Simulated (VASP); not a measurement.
Runs of VASP 6.6.1 on KSi2Sb3. The structure is that of space group P6/mmm (No. 191), or close to it. The cells are those of the table. The cell was built from a structure type or drawn by symmetry, and may not be a known phase.

```csv
task,cell,k mesh,cutoff (eV),gap on the mesh (eV),pressure (GPa),relaxed volume (Å³/atom)
single point,"a = 5.472, b = 5.472, c = 6.203 Å, angles 90.0, 90.0, 120.0°, 6 atoms",12 × 12 × 6,520,none,0.0,-
single point,"a = 5.451, b = 5.451, c = 6.216 Å, angles 90.0, 90.0, 120.0°, 6 atoms",6 × 6 × 4,520,none,0.3,-
relaxation of cell and atoms,"relaxed from a = 5.477, b = 5.477, c = 6.449 Å, angles 90.0, 90.0, 120.0°, 6 atoms",6 × 6 × 4,600,none,0.0,26.83
single point,"a = 5.477, b = 5.477, c = 6.449 Å, angles 90.0, 90.0, 120.0°, 6 atoms",3 × 3 × 2,520,none,-0.1,-
relaxation of cell and atoms,"relaxed from a = 6.353, b = 6.353, c = 10.098 Å, angles 90.0, 90.0, 120.0°, 6 atoms",3 × 3 × 2,600,none,0.0,(a)
```

Alike in all rows: level PBE; potentials or basis VASP PAW PBE potentials, release 64 (K_sv, Si, Sb); no spin polarisation; smearing gaussian 0.1 eV.

Q: Estimate the missing entries.

A: (a) 27.82.

Caveats: some runs use coarse meshes; spin-orbit coupling is left out, which moves the levels of the heavy elements; the volume moved by over 15 % at a fixed basis, so the end points are rough (at least some runs).

A k mesh can miss the band edges, and the runs leave out spin-orbit coupling on Sb.

A gap of «none» marks levels without a gap at the run's occupations.
